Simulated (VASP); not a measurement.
Set up this calculation in VASP 6.6.1, as the native input.

- Task: single point
- Functional: LDA
- Potentials or basis: VASP PAW LDA potentials, release 64 (Na_pv)
- Cutoff: 520 eV
- k mesh: 14 × 14 × 14
- Occupations: gaussian, width 0.05 eV
- Spin: no spin polarisation
- Dipole correction: no
- Further INCAR settings: ALGO = Normal; EDIFF = 1e-07; NBANDS = 10

The structure of Na lies in POSCAR:

```
Na
1.0
   -2.0378094161      2.0378094161      2.0378094161
    2.0378094161     -2.0378094161      2.0378094161
    2.0378094161      2.0378094161     -2.0378094161
Na
1
Direct
    0.0000000000      0.0000000000      0.0000000000
```

One way to write it, as run:

INCAR

```
PREC = Accurate
ENCUT = 520
EDIFF = 1E-7
ISMEAR = 0
SIGMA = 0.05
LREAL = F
LASPH = T
NELM = 80
ALGO = Normal
ISIF = 2
LWAVE = F
LCHARG = F
GGA = CA
NBANDS = 10
```

KPOINTS

```
regular mesh
0
Gamma
  14 14 14
```

Potentials or basis: VASP PAW LDA potentials, release 64 (Na_pv).

Command:

```console
$ cat potpaw_LDA.64/Na_pv/POTCAR > POTCAR
$ mpirun -np 1 vasp_std > vasp.out
```

Results of the run:

```
Pressure : -0.2 GPa
```

Run time: 23 s on 1 thread of AMD EPYC 9R45 (Zen 5) (shared host), peak memory 0.12 GiB.
